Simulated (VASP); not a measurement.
# Li2O (Fm-3m) in VASP: notebook, part 2 of 2

VASP 6.6.1. The steps go on from the part before.

**3. Single point, LDA**

This run uses another cell than the first one, of 8.40 Å³/atom.

The input, INCAR:

```
ALGO = Normal
EDIFF = 1E-6
ENCUT = 750
GGA_COMPAT = False
ISIF = 2
ISMEAR = 0
ISYM = 0
LASPH = True
LCHARG = False
LREAL = False
LWAVE = False
NBANDS = 13
NELM = 120
PREC = Accurate
SIGMA = 0.01
```

The input, KPOINTS:

```
Automatic mesh
0
Gamma
  1 7 7
  0 0 0.5
```

The input, POSCAR:

```
Li2O
1.0
    0.0000000000      2.3268543819      2.3268543819
    2.3268543819      0.0000000000      2.3268543819
    2.3268543819      2.3268543819      0.0000000000
Li O
2 1
Direct
    0.7500000000      0.7500000000      0.7500000000
    0.2500000000      0.2500000000      0.2500000000
    0.0000000000      0.0000000000      0.0000000000
```

Potentials or basis: VASP PAW LDA potentials, release 64 (Li_sv, O).

Run with:

```console
cat potpaw_LDA.64/Li_sv/POTCAR potpaw_LDA.64/O/POTCAR > POTCAR
mpirun -np 1 vasp_std > vasp.out
```

OUTCAR:

```text
EDIFF = 1E-6
   ENCUT = 750
   ISIF = 2
   ISMEAR = 0
   ISYM = 0
   LASPH = True
   LREAL = False
   NELM = 120
   PREC = Accurate

 ion  position               nearest neighbor table
   1  0.750  0.750  0.750-   3 2.02   3 2.02   3 2.02   3 2.02   2 2.33   2 2.33   2 2.33   2 2.33
                             2 2.33   2 2.33
   2  0.250  0.250  0.250-   3 2.02   3 2.02   3 2.02   3 2.02   1 2.33   1 2.33   1 2.33   1 2.33
                             1 2.33   1 2.33
   3  0.000  0.000  0.000-   1 2.02   1 2.02   1 2.02   1 2.02   2 2.02   2 2.02   2 2.02   2 2.02

IMPORTANT INFORMATION: All symmetrisations will be switched off!
NOSYMM: (Re-)initialisation of all symmetry stuff for point group C_1.

----------------------------------------------------------------------------------------

                                     Primitive cell

  volume of cell :      25.1963

  direct lattice vectors                    reciprocal lattice vectors
     0.000000000  2.326854382  2.326854382    -0.214882377  0.214882377  0.214882377
     2.326854382  0.000000000  2.326854382     0.214882377 -0.214882377  0.214882377
     2.326854382  2.326854382  0.000000000     0.214882377  0.214882377 -0.214882377

  length of vectors
     3.290669025  3.290669025  3.290669025     0.372187194  0.372187194  0.372187194

  position of ions in fractional coordinates (direct lattice)
     0.750000000  0.750000000  0.750000000
     0.250000000  0.250000000  0.250000000
     0.000000000  0.000000000  0.000000000

  ion indices of the primitive-cell ions
   primitive index   ion index
                 1           1
                 2           2
                 3           3

----------------------------------------------------------------------------------------

 KPOINTS: Automatic mesh

Automatic generation of k-mesh.
 Grid dimensions read from file:
[... 115 lines left out ...]
   LEPSILON=     F    determine dielectric tensor
   LRPA    =     F    only Hartree local field effects (RPA)
 non-spin polarized calculation
 Gauss-broadening in eV      SIGMA  =   0.01
  energy-cutoff  :      750.00
  volume of cell :       25.20
 maximum number of plane-waves:      1209
 NGX is ok and might be reduce to    30
   NGX = 15   NGY = 15   NGZ = 15

 number of electron      11.9999997 magnetization

 Free energy of the ion-electron system (eV)
  ---------------------------------------------------
  ext. energy  EPLUGINS =         0.00000000
  ---------------------------------------------------
  free energy    TOTEN  =       -14.57748574 eV

  energy without entropy =      -14.57748574  energy(sigma->0) =      -14.57748574

 E-fermi :   1.5260     XC(G=0): -10.0881

 val. band max:        1.4237850475   @ k =   0.0000   0.0000   0.0714
 cond. band min:       6.0400301333   @ k =   0.0000   0.4286   0.5000
 fundamental gap:      4.6162450858
 Fermi energy:         1.5259623744

 k-point     1 :       0.0000    0.0000    0.0714
  band No.  band energies     occupation
      1     -40.9984      2.00000
      2     -40.6668      2.00000
      3     -13.6818      2.00000
      4       1.1273      2.00000
      5       1.3546      2.00000
      6       1.4238      2.00000
      7       6.3324      0.00000
      8      12.5340      0.00000
      9      12.5876      0.00000
     10      12.6461      0.00000
     11      18.8965      0.00000
     12      18.9257      0.00000
     13      19.7120      0.00000
[... 354 lines left out ...]
  band No.  band energies     occupation
      1     -40.8605      2.00000
      2     -40.7728      2.00000
      3     -13.4252      2.00000
      4      -0.8377      2.00000
      5       0.1621      2.00000
      6       0.3278      2.00000
      7       7.3833      0.00000
      8      12.5107      0.00000
      9      13.7427      0.00000
     10      14.8511      0.00000
     11      16.6765      0.00000
     12      20.7512      0.00000
     13      22.4172      0.00000

 [... further k-points ...]

------------------------ aborting loop because EDIFF is reached ----------------------------------------

  FORCE on cell =-STRESS in cart. coord.  units (eV):
  Direction    XX          YY          ZZ          XY          YZ          ZX
  --------------------------------------------------------------------------------------
  -------------------------------------------------------------------------------------
  Total       -2.3166695      0.9020955      0.9021080     -0.0000023      1.8193952      0.0000143
  in kB     -147.3116345     57.3621560     57.3629541     -0.0001451    115.6911165      0.0009105
  external PRESSURE =     -10.8621748 kB  Pullay stress =       0.0000000 kB

 VOLUME and BASIS-vectors are now :
 -----------------------------------------------------------------------------
  energy-cutoff  :      750.00
  volume of cell :       25.20
      direct lattice vectors                 reciprocal lattice vectors
     0.000000000  2.326854382  2.326854382    -0.214882377  0.214882377  0.214882377
     2.326854382  0.000000000  2.326854382     0.214882377 -0.214882377  0.214882377
     2.326854382  2.326854382  0.000000000     0.214882377  0.214882377 -0.214882377

 POSITION                                       TOTAL-FORCE (eV/Angst)
 -----------------------------------------------------------------------------------
      3.49028      3.49028      3.49028         0.736350     -0.000028      0.000013
      1.16343      1.16343      1.16343        -0.736354      0.000032     -0.000010
      0.00000      0.00000      0.00000         0.000004     -0.000004     -0.000004
 -----------------------------------------------------------------------------------
    total drift:                               -0.000001      0.000001      0.000005

  FREE ENERGIE OF THE ION-ELECTRON SYSTEM (eV)
  ---------------------------------------------------
  free  energy   TOTEN  =       -14.5774857364 eV

  energy  without entropy=      -14.5774857364  energy(sigma->0) =      -14.57748574
```

OSZICAR:

```text
N       E                     dE             d eps       ncg     rms          rms(c)
DAV:   1     0.544642735644E+02    0.54464E+02   -0.71425E+03   650   0.124E+03
DAV:   2    -0.109807172373E+02   -0.65445E+02   -0.61394E+02   781   0.251E+02
DAV:   3    -0.166111707452E+02   -0.56305E+01   -0.55860E+01  1203   0.556E+01
DAV:   4    -0.167016438833E+02   -0.90473E-01   -0.90466E-01   769   0.732E+00
DAV:   5    -0.167024109147E+02   -0.76703E-03   -0.76703E-03   980   0.569E-01    0.795E+00
DAV:   6    -0.146855366577E+02    0.20169E+01   -0.10350E+01   705   0.162E+01    0.314E+00
DAV:   7    -0.146104052347E+02    0.75131E-01   -0.21744E-01   825   0.316E+00    0.160E+00
DAV:   8    -0.145785010457E+02    0.31904E-01   -0.76950E-02   855   0.247E+00    0.350E-01
DAV:   9    -0.145773838756E+02    0.11172E-02   -0.48273E-03   881   0.589E-01    0.125E-01
DAV:  10    -0.145775064307E+02   -0.12256E-03   -0.34509E-04   845   0.166E-01    0.410E-02
DAV:  11    -0.145774859116E+02    0.20519E-04   -0.42987E-05   870   0.672E-02    0.984E-03
DAV:  12    -0.145774857364E+02    0.17523E-06   -0.35698E-06   898   0.189E-02
   1 F= -.14577486E+02 E0= -.14577486E+02  d E =-.104959E-48
```

Wall time 27 s (1 thread of Intel Xeon 8259CL, shared host); peak memory 0.14 GiB.

The run converged, but its numbers aren't listed here, since they failed a check.

Caveat: the k points lie up to 1.92 Å⁻¹ apart; a shifted mesh leaves out Γ, where band edges can lie.

**4. Single point, r2SCAN**

This run uses another cell than the first one, of 8.40 Å³/atom.

POSCAR is that of step 3.

The input, INCAR.step1:

```
ALGO = Normal ; EDIFF = 1E-5
ENCUT = 830 ; GGA = PE
GGA_COMPAT = False ; ISMEAR = 0
LASPH = True ; LCHARG = False
LREAL = False ; LWAVE = True
NBANDS = 13 ; NELM = 120
PREC = Accurate ; SIGMA = 0.1
```

The input, INCAR.step2:

```
ALGO = Normal ; EDIFF = 1E-6
ENCUT = 830 ; GGA_COMPAT = False
ISIF = 2 ; ISMEAR = 0
ISTART = 1 ; LASPH = True
LCHARG = False ; LMIXTAU = True
LREAL = False ; LWAVE = False
METAGGA = R2SCAN ; NBANDS = 13
NELM = 120 ; PREC = Accurate
SIGMA = 0.1
```

The input, KPOINTS:

```
k-points
0
Gamma
  6 6 6
```

Potentials or basis: VASP PAW PBE potentials, release 64 (Li_sv, O).

Run with:

```console
cat potpaw_PBE.64/Li_sv/POTCAR potpaw_PBE.64/O/POTCAR > POTCAR
cp INCAR.step1 INCAR
mpirun -np 1 vasp_std > vasp.out
cp INCAR.step2 INCAR
mpirun -np 1 vasp_std > vasp.out
```

OUTCAR:

```text
EDIFF = 1E-6
   ENCUT = 830
   ISIF = 2
   ISMEAR = 0
   ISTART = 1
   LASPH = True
   LREAL = False
   METAGGA = R2SCAN
   NELM = 120
   PREC = Accurate

 ion  position               nearest neighbor table
   1  0.750  0.750  0.750-   3 2.02   3 2.02   3 2.02   3 2.02   2 2.33   2 2.33   2 2.33   2 2.33
                             2 2.33   2 2.33
   2  0.250  0.250  0.250-   3 2.02   3 2.02   3 2.02   3 2.02   1 2.33   1 2.33   1 2.33   1 2.33
                             1 2.33   1 2.33
   3  0.000  0.000  0.000-   1 2.02   1 2.02   1 2.02   1 2.02   2 2.02   2 2.02   2 2.02   2 2.02

  LATTYP: Found a face centered cubic cell.
 ALAT       =     4.6537087638

  Lattice vectors:

 A1 = (   0.0000000000,   2.3268543819,   2.3268543819)
 A2 = (   2.3268543819,   0.0000000000,   2.3268543819)
 A3 = (   2.3268543819,   2.3268543819,   0.0000000000)

Analysis of symmetry for initial positions (statically):
=====================================================================
 Subroutine PRICEL returns:
 Original cell was already a primitive cell.

 Routine SETGRP: Setting up the symmetry group for a
 face centered cubic supercell.

 Subroutine GETGRP returns: Found 48 space group operations
 (whereof 48 operations were pure point group operations)
 out of a pool of 48 trial point group operations.

The static configuration has the point symmetry O_h .

Analysis of symmetry for dynamics (positions and initial velocities):
=====================================================================
 Subroutine PRICEL returns:
 Original cell was already a primitive cell.

 Routine SETGRP: Setting up the symmetry group for a
 face centered cubic supercell.

 Subroutine GETGRP returns: Found 48 space group operations
 (whereof 48 operations were pure point group operations)
 out of a pool of 48 trial point group operations.

The dynamic configuration has the point symmetry O_h .

 Subroutine INISYM returns: Found 48 space group operations
 (whereof 48 operations are pure point group operations),
 and found     1 'primitive' translations

[... 119 lines left out ...]
 Gauss-broadening in eV      SIGMA  =   0.10
  energy-cutoff  :      830.00
  volume of cell :       25.20
 maximum number of plane-waves:      1381
   NGX = 15   NGY = 15   NGZ = 15

 number of electron      11.9999998 magnetization

 Free energy of the ion-electron system (eV)
  ---------------------------------------------------
  ext. energy  EPLUGINS =         0.00000000
  ---------------------------------------------------
  free energy    TOTEN  =       -16.82678995 eV

  energy without entropy =      -16.82678995  energy(sigma->0) =      -16.82678995

 E-fermi :   1.4332     XC(G=0): -10.1691

 val. band max:        0.8104501592   @ k =   0.0000   0.0000   0.0000
 cond. band min:       6.4333000854   @ k =   0.5000   0.5000   0.0000
 fundamental gap:      5.6228499262
 Fermi energy:         1.4332443482

 k-point     1 :       0.0000    0.0000    0.0000
  band No.  band energies     occupation
      1     -43.4873      2.00000
      2     -43.1911      2.00000
      3     -15.5310      2.00000
      4       0.8104      2.00000
      5       0.8104      2.00000
      6       0.8105      2.00000
      7       6.7059      0.00000
      8      13.7601      0.00000
      9      13.7601      0.00000
     10      13.7601      0.00000
     11      20.7638      0.00000
     12      20.7638      0.00000
     13      20.7638      0.00000
[... 226 lines left out ...]
  band No.  band energies     occupation
      1     -43.3467      2.00000
      2     -43.2985      2.00000
      3     -15.2747      2.00000
      4      -0.8355      2.00000
      5      -0.6909      2.00000
      6      -0.5831      2.00000
      7       7.8744      0.00000
      8      12.9770      0.00000
      9      15.5853      0.00000
     10      16.1628      0.00000
     11      18.6738      0.00000
     12      21.9855      0.00000
     13      23.7649      0.00000

------------------------ aborting loop because EDIFF is reached ----------------------------------------

  FORCE on cell =-STRESS in cart. coord.  units (eV):
  Direction    XX          YY          ZZ          XY          YZ          ZX
  --------------------------------------------------------------------------------------
  -------------------------------------------------------------------------------------
  Total       -0.7072540     -0.7072540     -0.7072540      0.0000000      0.0000000     -0.0000000
  in kB      -44.9726407    -44.9726407    -44.9726407      0.0000000      0.0000000     -0.0000000
  external PRESSURE =     -44.9726407 kB  Pullay stress =       0.0000000 kB

 VOLUME and BASIS-vectors are now :
 -----------------------------------------------------------------------------
  energy-cutoff  :      830.00
  volume of cell :       25.20
      direct lattice vectors                 reciprocal lattice vectors
     0.000000000  2.326854382  2.326854382    -0.214882377  0.214882377  0.214882377
     2.326854382  0.000000000  2.326854382     0.214882377 -0.214882377  0.214882377
     2.326854382  2.326854382  0.000000000     0.214882377  0.214882377 -0.214882377

 POSITION                                       TOTAL-FORCE (eV/Angst)
 -----------------------------------------------------------------------------------
      3.49028      3.49028      3.49028        -0.000000     -0.000000     -0.000000
      1.16343      1.16343      1.16343         0.000000      0.000000      0.000000
      0.00000      0.00000      0.00000         0.000000     -0.000000      0.000000
 -----------------------------------------------------------------------------------
    total drift:                                0.000000     -0.000000      0.000000

  FREE ENERGIE OF THE ION-ELECTRON SYSTEM (eV)
  ---------------------------------------------------
  free  energy   TOTEN  =       -16.8267899526 eV

  energy  without entropy=      -16.8267899526  energy(sigma->0) =      -16.82678995
```

OSZICAR.step1:

```text
N       E                     dE             d eps       ncg     rms          rms(c)
DAV:   1     0.594689736628E+02    0.59469E+02   -0.73528E+03   416   0.134E+03
DAV:   2    -0.100211877646E+02   -0.69490E+02   -0.65396E+02   512   0.275E+02
DAV:   3    -0.160868794100E+02   -0.60657E+01   -0.60082E+01   770   0.575E+01
DAV:   4    -0.161261777699E+02   -0.39298E-01   -0.39295E-01   467   0.644E+00
DAV:   5    -0.161264342691E+02   -0.25650E-03   -0.25650E-03   571   0.444E-01    0.746E+00
DAV:   6    -0.143957146404E+02    0.17307E+01   -0.85188E+00   441   0.153E+01    0.289E+00
DAV:   7    -0.143587188037E+02    0.36996E-01   -0.20319E-01   511   0.309E+00    0.150E+00
DAV:   8    -0.143571023593E+02    0.16164E-02   -0.70533E-02   521   0.261E+00    0.450E-01
DAV:   9    -0.143549961617E+02    0.21062E-02   -0.59100E-03   519   0.651E-01    0.139E-01
DAV:  10    -0.143554199279E+02   -0.42377E-03   -0.95167E-04   481   0.237E-01    0.565E-02
DAV:  11    -0.143553930301E+02    0.26898E-04   -0.48923E-05   559   0.757E-02    0.133E-02
DAV:  12    -0.143553952737E+02   -0.22436E-05   -0.66430E-06   523   0.254E-02
   1 F= -.14355395E+02 E0= -.14355395E+02  d E =-.905926E-19
```

Wall time 78 s (1 thread of Intel Xeon 8259CL, shared host); peak memory 0.18 GiB.

What came out:

```
Free energy            : -16.8268 eV
Pressure               : -4.5 GPa
Band gap on the k mesh : 5.62 eV (least direct gap 5.90 eV)
```

Caveat: the cell stands under tension; the PAW data sets were made with another functional, which shifts forces and pressure a little.

**5. Single point, PBE**

This run uses another cell than the first one, of 8.40 Å³/atom.

The input, INCAR:

```
SYSTEM = Li2O
ALGO = Normal
EDIFF = 1E-6
ENCUT = 750
GGA = PE
GGA_COMPAT = .False.
ISIF = 2
ISMEAR = -4
ISYM = 0
LASPH = .True.
LCHARG = .True.
LELF = .True.
LREAL = .False.
LVHAR = .True.
LWAVE = .False.
NBANDS = 13
NELM = 120
PREC = Accurate
SIGMA = 0.1
```

The input, KPOINTS:

```
Automatic mesh
0
Gamma
  4 4 4
  0 0 0.5
```

POSCAR is that of step 4.

Run with:

```console
cat potpaw_PBE.64/Li_sv/POTCAR potpaw_PBE.64/O/POTCAR > POTCAR
mpirun -np 1 vasp_std > vasp.out
```

Wall time 2.3 min (1 thread of Intel Xeon 8259CL, shared host); peak memory 0.2 GiB.

It converged, with:

```
Free energy            : -14.3544 eV
Pressure               : -1.7 GPa
Band gap on the k mesh : 5.58 eV (least direct gap 5.60 eV)
```

Levels at points of the mesh, in eV from the valence-band top:
```tsv
k point	band 2	band 3	band 4	band 5	band 6	band 7	band 8	band 9	band 10	band 11
(0.00, 0.00, 0.12)	-42.66	-15.31	-0.43	0.00	0.00	5.60	11.88	12.09	12.09	17.52
```

Caveat: the k points lie up to 0.58 Å⁻¹ apart; a shifted mesh leaves out Γ, where band edges can lie. A k mesh can miss the band edges.

**6. Summary**

```tsv
level	cell	k mesh	cutoff (eV)	smearing	gap on the mesh (eV)	pressure (GPa)
PBE	a = 3.448 Å, angles 60.0°, 3 atoms	6 × 6 × 6	750	gaussian 0.1 eV	4.17	-9.6
r2SCAN	a = 3.291 Å, angles 60.0°, 3 atoms	6 × 6 × 6	830	gaussian 0.1 eV	5.62	-4.5
PBE	a = 3.291 Å, angles 60.0°, 3 atoms	4 × 4 × 4, shifted	750	tetrahedron	5.58	-1.7
```

Alike in all rows: task single point; potentials or basis VASP PAW PBE potentials, release 64 (Li_sv, O); no spin polarisation.

Caveats: some runs use coarse meshes; the cell stands under tension (at least some runs); the PAW data sets were made with another functional, which shifts forces and pressure a little (at least some runs); a shifted mesh leaves out Γ, where band edges can lie (at least some runs).

Absolute energies hang on the potentials; compare differences alone.
